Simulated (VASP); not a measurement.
# Ru (C2/c) in VASP: single point with revPBE

Aim: the single point of Ru with revPBE.

Program: VASP 6.6.1. These are calculated values, not measurements. Logs are shortened: lines on timing, memory, paths and dates and some standing lists are left out, and cuts for length are marked.

## (1) The cell of the first run

The typed cell holds 2 atoms: a = 4.127 Å, b = 4.127 Å, c = 3.753 Å, α = 103.26°, β = 103.26°, γ = 142.33°.

## (2) Single point, revPBE (volume scaled by 0.92)

INCAR

```
PREC = Accurate
ENCUT = 500
EDIFF = 1E-6
ISMEAR = -1
SIGMA = 0.1
LREAL = F
LASPH = T
NELM = 120
ALGO = Normal
ISIF = 2
LWAVE = F
LCHARG = F
GGA = RE
NBANDS = 21
GGA_COMPAT = F
```

KPOINTS

```
regular mesh
0
Gamma
  19 19 13
```

POSCAR

```
Ru
1.0
   -2.9637071925      2.5608410445      1.3017259553
    2.5608410445     -2.9637071925      1.3017259553
    2.2276058909      2.2276058909     -2.0395760432
Ru
2
Direct
    0.9806103508      0.0193896492      0.0000000000
    0.7693896492      0.2306103508      0.5000000000
```

Potentials or basis: VASP PAW PBE potentials, release 64 (Ru_pv).

Command:

```
> cat potpaw_PBE.64/Ru_pv/POTCAR > POTCAR
> mpirun -np 1 vasp_std > vasp.out
```

OUTCAR:

```text
PREC = Accurate
   ENCUT = 500
   EDIFF = 1E-6
   ISMEAR = -1
   LREAL = F
   LASPH = T
   NELM = 120
   ISIF = 2
   GGA = RE

 ion  position               nearest neighbor table
   1  0.981  0.019  0.000-   2 2.50   2 2.50   2 2.50   2 2.50   2 2.61   2 2.61
   2  0.769  0.231  0.500-   1 2.50   1 2.50   1 2.50   1 2.50   1 2.61   1 2.61

  Warning from LATTYP: Got some problem with cell dimensions!
  Tried to take original basis but could not verify dimensions!
  LATTYP: Found a base centered monoclinic cell.
 ALAT       =     2.6650636235
 B/A-ratio  =     2.9315964444
 C/A-ratio  =     0.9911429847
 COS(beta)  =    -0.0003164982

  Lattice vectors:

 A1 = (  -2.9637071925,   2.5608410445,   1.3017259553)
 A2 = (   2.5608410445,  -2.9637071925,   1.3017259553)
 A3 = (   1.8247397429,   1.8247397429,   0.5638758674)

Analysis of symmetry for initial positions (statically):
=====================================================================
 Subroutine PRICEL returns:
 Original cell was already a primitive cell.

 Routine SETGRP: Setting up the symmetry group for a
 base centered monoclinic supercell.

 Subroutine GETGRP returns: Found  4 space group operations
 (whereof  2 operations were pure point group operations)
 out of a pool of  4 trial point group operations.

The static configuration has the point symmetry C_2 .
 The point group associated with its full space group is C_2h.

Analysis of symmetry for dynamics (positions and initial velocities):
=====================================================================
 Subroutine PRICEL returns:
 Original cell was already a primitive cell.

 Routine SETGRP: Setting up the symmetry group for a
 base centered monoclinic supercell.

 Subroutine GETGRP returns: Found  4 space group operations
 (whereof  2 operations were pure point group operations)
 out of a pool of  4 trial point group operations.

The dynamic configuration has the point symmetry C_2 .
 The point group associated with its full space group is C_2h.

 Subroutine INISYM returns: Found  4 space group operations
 (whereof  2 operations are pure point group operations),
 and found     1 'primitive' translations

----------------------------------------------------------------------------------------

                                     Primitive cell

  volume of cell :      27.5000

  direct lattice vectors                    reciprocal lattice vectors
    -2.963707192  2.560841045  1.301725955     0.114362543  0.295372819  0.447509133
     2.560841045 -2.963707192  1.301725955     0.295372819  0.114362543  0.447509133
     2.227605891  2.227605891 -2.039576043     0.261506874  0.261506874  0.080932754

  length of vectors
     4.127463827  4.127463827  3.752909064     0.548259352  0.548259352  0.378578659

  position of ions in fractional coordinates (direct lattice)
     0.980610351  0.019389649  1.000000000
     0.769389649  0.230610351  0.500000000

  ion indices of the primitive-cell ions
   primitive index   ion index
                 1           1
                 2           2

----------------------------------------------------------------------------------------

 KPOINTS: regular mesh

Automatic generation of k-mesh.
 Grid dimensions read from file:
 generate k-points for:   19   19   13

 Generating k-lattice:

  Cartesian coordinates                     Fractional coordinates (reciprocal lattice)
     0.006019081  0.015545938  0.023553112     0.052631579  0.000000000  0.000000000
     0.015545938  0.006019081  0.023553112     0.000000000  0.052631579  0.000000000
     0.020115913  0.020115913  0.006225596    -0.000000000 -0.000000000  0.076923077

  Length of vectors
     0.028855755  0.028855755  0.029121435

  Shift w.r.t. Gamma in fractional coordinates (k-lattice)
     0.000000000  0.000000000  0.000000000

 Subroutine IBZKPT returns following result:
 ===========================================

 Found   1240 irreducible k-points:

 Following reciprocal coordinates:
            Coordinates               Weight
  0.000000  0.000000  0.000000      1.000000
  0.052632  0.000000  0.000000      4.000000
  0.105263  0.000000  0.000000      4.000000
  0.157895  0.000000  0.000000      4.000000
  0.210526  0.000000  0.000000      4.000000
  0.263158  0.000000  0.000000      4.000000
[... 16 lines left out ...]
 -0.315789  0.052632 -0.000000      4.000000
 -0.263158  0.052632 -0.000000      4.000000
 [... further k-points ...]
   k-points           NKPTS =   1240   k-points in BZ     NKDIM =   1240   number of bands    NBANDS=     21
   number of dos      NEDOS =    301   number of ions     NIONS =      2
   total plane-waves  NPLWV =  25200
   dimension x,y,z NGX =    30 NGY =   30 NGZ =   28
   dimension x,y,z NGXF=    60 NGYF=   60 NGZF=   56
   ions per type =               2
   NGX,Y,Z   is equivalent  to a cutoff of  12.08, 12.08, 12.40 a.u.
   NGXF,Y,Z  is equivalent  to a cutoff of  24.17, 24.17, 24.81 a.u.
 SYSTEM =  unknown system
   PREC   = accura    normal or accurate (medium, high low for compatibility)
   ISTART =      0    job   : 0-new  1-cont  2-samecut
   ICHARG =      2    charge: 1-file 2-atom 10-const
   ISPIN  =      1    spin polarized calculation?
   LNONCOLLINEAR =      F non collinear calculations
   LSORBIT =      F    spin-orbit coupling
   LASPH  =      T    aspherical Exc in radial PAW
   ENCUT  =  500.0 eV  36.75 Ry    6.06 a.u.   7.53  7.53  6.84*2*pi/ulx,y,z
   NELM   =    120;   NELMIN=  2; NELMDL= -5     # of ELM steps
   EDIFF  = 0.1E-05   stopping-criterion for ELM
   LREAL  =      F    real-space projection
   EDIFFG = 0.1E-04   stopping-criterion for IOM
   NSW    =      0    number of steps for IOM
   IBRION =     -1    ionic relax: 0-MD 1-quasi-New 2-CG
   NFREE  =      0    steps in history (QN), initial steepest desc. (CG)
   ISIF   =      2    stress and relaxation
   ISYM   =      2    0-nonsym 1-usesym 2-fastsym
   POTIM  = 0.5000    time-step for ionic-motion
   TEBEG  =    0.0;   TEEND  =   0.0 temperature during run
   PSTRESS=    0.0 pullay stress
   NELECT =      28.0000    total number of electrons
   NUPDOWN=      -1.0000    fix difference up-down
   EMIN   =  10.00;   EMAX   =-10.00  energy-range for DOS
   EFERMI =   0.00;   METHOD = LEGACY
   ISMEAR =    -1;   SIGMA  =   0.10  broadening in eV -4-tet -1-fermi 0-gaus
   EFERMI_NEDOS =   21; number of points for ismear=-14 and -15
   IALGO  =     38    algorithm
   IMIX   =      4    mixing-type and parameters
     AMIX     =   0.40;   BMIX     =  1.00
     AMIX_MAG =   1.60;   BMIX_MAG =  1.00
  volume/ion in A,a.u.               =      13.75        92.79
  Fermi-wavevector in a.u.,A,eV,Ry     =   1.646960  3.112303 36.905502  2.712478
  Thomas-Fermi vector in A             =   2.736500
   LORBIT       =      0    0 simple, 1 ext, 2 COOP (PROOUT), +10 PAW based schemes
   GGA     = RE    functional components
   LHFCALC =     F    Hartree Fock is set to
   AEXX    =    0.0000 exact exchange contribution
   IVDW    =     0    specifies the selected vdW correction
   LEPSILON=     F    determine dielectric tensor
   LRPA    =     F    only Hartree local field effects (RPA)
 non-spin polarized calculation
  energy-cutoff  :      500.00
  volume of cell :       27.50
 maximum number of plane-waves:       716
 NGX is ok and might be reduce to    30
   NGX = 15   NGY = 15   NGZ = 13

 number of electron      28.0000004 magnetization

 Free energy of the ion-electron system (eV)
  ---------------------------------------------------
  ext. energy  EPLUGINS =         0.00000000
  ---------------------------------------------------
  free energy    TOTEN  =       -16.66487825 eV

  energy without entropy =      -16.61767821  energy(sigma->0) =      -16.64127823

 E-fermi :  12.7045     XC(G=0): -13.8863

 val. band max:       12.7018749215   @ k =  -0.2105   0.2632   0.1538
 cond. band min:      12.7054614818   @ k =  -0.2632   0.1053   0.3846
 fundamental gap:      0.0035865603
 Fermi energy:        12.7045351911

 k-point     1 :       0.0000    0.0000    0.0000
  band No.  band energies     occupation
      1     -31.0525      2.00000
      2     -30.3154      2.00000
      3     -30.1762      2.00000
      4     -29.7938      2.00000
      5     -29.7613      2.00000
      6     -29.7490      2.00000
[... 13 lines left out ...]
     20      23.2539      0.00000
     21      24.5061      0.00000

 k-point     2 :       0.0526    0.0000    0.0000
  band No.  band energies     occupation
      1     -31.0384      2.00000
      2     -30.3280      2.00000
      3     -30.1963      2.00000
      4     -29.8131      2.00000
      5     -29.7838      2.00000
      6     -29.7475      2.00000
[... 13 lines left out ...]
     20      23.2539      0.00000
     21      24.5452      0.00000

 k-point     3 :       0.1053    0.0000    0.0000
  band No.  band energies     occupation
      1     -30.9987      2.00000
      2     -30.3645      2.00000
      3     -30.2487      2.00000
      4     -29.8896      2.00000
      5     -29.8277      2.00000
      6     -29.7471      2.00000
[... 13 lines left out ...]
     20      23.2539      0.00000
     21      24.6725      0.00000
[... 457 lines left out ...]
 k-point    23 :      -0.3158    0.0526   -0.0000
  band No.  band energies     occupation
      1     -30.8408      2.00000
      2     -30.5835      2.00000
      3     -30.4790      2.00000
      4     -30.2055      2.00000
      5     -30.0278      2.00000
      6     -29.8337      2.00000
[... 13 lines left out ...]
     20      23.2538      0.00000
     21      23.9034      0.00000

 k-point    24 :      -0.2632    0.0526   -0.0000
  band No.  band energies     occupation
      1     -30.8722      2.00000
      2     -30.4961      2.00000
      3     -30.3921      2.00000
      4     -30.1421      2.00000
      5     -29.9539      2.00000
      6     -29.7873      2.00000
[... 13 lines left out ...]
     20      23.2539      0.00000
     21      25.0177      0.00000

 [... further k-points ...]

------------------------ aborting loop because EDIFF is reached ----------------------------------------

  FORCE on cell =-STRESS in cart. coord.  units (eV):
  Direction    XX          YY          ZZ          XY          YZ          ZX
  --------------------------------------------------------------------------------------
  -------------------------------------------------------------------------------------
  Total        4.8659440      4.8659440      4.1228100     -0.0070001      0.1253869      0.1253869
  in kB      283.4943860    283.4943860    240.1987131     -0.4078340      7.3051566      7.3051583
  external PRESSURE =     269.0624950 kB  Pullay stress =       0.0000000 kB

 VOLUME and BASIS-vectors are now :
 -----------------------------------------------------------------------------
  energy-cutoff  :      500.00
  volume of cell :       27.50
      direct lattice vectors                 reciprocal lattice vectors
    -2.963707192  2.560841045  1.301725955     0.114362543  0.295372819  0.447509133
     2.560841045 -2.963707192  1.301725955     0.295372819  0.114362543  0.447509133
     2.227605891  2.227605891 -2.039576043     0.261506874  0.261506874  0.080932754

 POSITION                                       TOTAL-FORCE (eV/Angst)
 -----------------------------------------------------------------------------------
     -2.85659      2.45372      1.30173        -0.514693      0.514693      0.000000
     -0.57589      2.40063      0.28194         0.514693     -0.514693     -0.000000
 -----------------------------------------------------------------------------------
    total drift:                                0.000000      0.000000      0.000000

  FREE ENERGIE OF THE ION-ELECTRON SYSTEM (eV)
  ---------------------------------------------------
  free  energy   TOTEN  =       -16.6648782544 eV

  energy  without entropy=      -16.6176782091  energy(sigma->0) =      -16.64127823
```

Wall time 9.2 min (1 thread of Intel Xeon 6975P-C, shared host); peak memory 0.61 GiB.

Results:

- Free energy: -16.6649 eV
- Pressure: 26.9 GPa
- Largest force: 0.728 eV/Å
- Band gap on the k mesh: zero (band 14 reaches 14.48 eV, above the bottom of band 15 at 11.66 eV)

Forces on the atoms (eV/Å):
```
Ru  -0.515  0.515  0.000
Ru   0.515 -0.515  0.000
```

Caveat: the PAW data sets were made with another functional, which shifts forces and pressure a little.
